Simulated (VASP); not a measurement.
A run of VASP 6.6.1:

INCAR

```
  ALGO = Normal
  EDIFF = 1E-6
  ENCUT = 520
  ISIF = 2
  ISMEAR = -1
  LASPH = True
  LCHARG = True
  LELF = True
  LREAL = False
  LVHAR = True
  LWAVE = False
  NBANDS = 11
  NELM = 60
  PREC = Accurate
  SIGMA = 0.03
```

Contents of KPOINTS:

```
k-points
0
Gamma
  14 14 14
```

Contents of POSCAR:

```
Pt
1.0
    0.0000000000      1.9474302061      1.9474302061
    1.9474302061      0.0000000000      1.9474302061
    1.9474302061      1.9474302061      0.0000000000
Pt
1
Direct
    0.0000000000      0.0000000000      0.0000000000
```

Potentials or basis: VASP PAW LDA potentials, release 64 (Pt).

Launch:

```sh
$ cat potpaw_LDA.64/Pt/POTCAR > POTCAR
$ mpirun -np 1 vasp_std > vasp.out
```

Hardware: 1 thread of Intel(R) Xeon(R) Platinum 8559C (Emerald Rapids), with other jobs on the host.

How long does it take, and how much memory?

It took 10 s on 1 thread of Intel(R) Xeon(R) Platinum 8559C (Emerald Rapids), with other jobs on the host, peak memory 0.12 GiB. Counts: scf iterations 11, k points 104.
